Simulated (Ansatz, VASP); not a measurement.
# SiC in VASP and in Ansatz

The input POSCAR:

```
SiC
1.0
    4.3562899735      0.0000000000     -4.3562899735
    0.0000000000      4.3562899735     -4.3562899735
    4.3562899735      4.3562899735      0.0000000000
Si C
8 8
Direct
    0.5000000000      0.0000000000      0.0000000000
    0.5000000000      0.0000000000      0.5000000000
    0.5000000000      0.5000000000      0.0000000000
    0.5000000000      0.5000000000      0.5000000000
    1.0000000000      0.0000000000      0.0000000000
    1.0000000000      0.0000000000      0.5000000000
    1.0000000000      0.5000000000      0.0000000000
    1.0000000000      0.5000000000      0.5000000000
    0.1250000000      0.1250000000      0.1250000000
    0.1250000000      0.1250000000      0.6250000000
    0.1250000000      0.6250000000      0.1250000000
    0.1250000000      0.6250000000      0.6250000000
    0.6250000000      0.1250000000      0.1250000000
    0.6250000000      0.1250000000      0.6250000000
    0.6250000000      0.6250000000      0.1250000000
    0.6250000000      0.6250000000      0.6250000000
```

Contents of INCAR.step1:

```
ALGO = Normal
EDIFF = 1E-4
ENCUT = 520
GGA = PE
ISMEAR = 0
LASPH = True
LCHARG = False
LREAL = Auto
LWAVE = True
NBANDS = 46
NELM = 100
PREC = Accurate
SIGMA = 0.05
```

INCAR.step2

```
ALGO = Normal
EDIFF = 1E-7
ENCUT = 520
ISIF = 2
ISMEAR = 0
ISTART = 1
LASPH = True
LCHARG = False
LMIXTAU = True
LREAL = Auto
LWAVE = False
METAGGA = R2SCAN
NBANDS = 46
NELM = 100
PREC = Accurate
SIGMA = 0.05
```

File KPOINTS:

```
k-points
0
Gamma
  4 4 4
```

Input for Ansatz:

```yaml
crystal:
  lattice:
    - [4.3562899735, 0.0, -4.3562899735]
    - [0.0, 4.3562899735, -4.3562899735]
    - [4.3562899735, 4.3562899735, 0.0]
  atoms:
    - { symbol: Si, position: [0.5, 0.0, 0.0] }
    - { symbol: Si, position: [0.5, 0.0, 0.5] }
    - { symbol: Si, position: [0.5, 0.5, 0.0] }
    - { symbol: Si, position: [0.5, 0.5, 0.5] }
    - { symbol: Si, position: [1.0, 0.0, 0.0] }
    - { symbol: Si, position: [1.0, 0.0, 0.5] }
    - { symbol: Si, position: [1.0, 0.5, 0.0] }
    - { symbol: Si, position: [1.0, 0.5, 0.5] }
    - { symbol: C, position: [0.125, 0.125, 0.125] }
    - { symbol: C, position: [0.125, 0.125, 0.625] }
    - { symbol: C, position: [0.125, 0.625, 0.125] }
    - { symbol: C, position: [0.125, 0.625, 0.625] }
    - { symbol: C, position: [0.625, 0.125, 0.125] }
    - { symbol: C, position: [0.625, 0.125, 0.625] }
    - { symbol: C, position: [0.625, 0.625, 0.125] }
    - { symbol: C, position: [0.625, 0.625, 0.625] }
basis:
  ecutwfc: 500
kpoints:
  mp_grid: { grid: [4, 4, 4] }
hamiltonian:
  xc: r2scan
scf:
  occupations: { method: gaussian, width: 0.05 }
output:
  forces: true
  stress: true
  eigenvalues: true
```

Alike in both runs: task single point; functional r2SCAN; k mesh 4 × 4 × 4; occupations gaussian, width 0.05 eV; no spin polarisation.

|  | VASP | Ansatz |
| --- | --- | --- |
| version | VASP 6.6.1 | Ansatz 0.2.0 |
| potentials or method | VASP PAW PBE potentials, release 64 (Si, C), cutoff 520 eV | scalar-relativistic, plane waves, PAW |
| valence electrons in the cell | 64 | 64 |

```csv
,VASP,Ansatz,Ansatz less VASP
gap on the k mesh at the Fermi level (eV),1.72,1.71,-0.011
least direct gap on the mesh (eV),1.72,1.71,-0.011
pressure (GPa),-0.3,0.0,+0.32
```

VASP's potentials were made for PBE, not for r2SCAN. With one functional, cell and mesh, what is left measures potentials, basis and numerics.
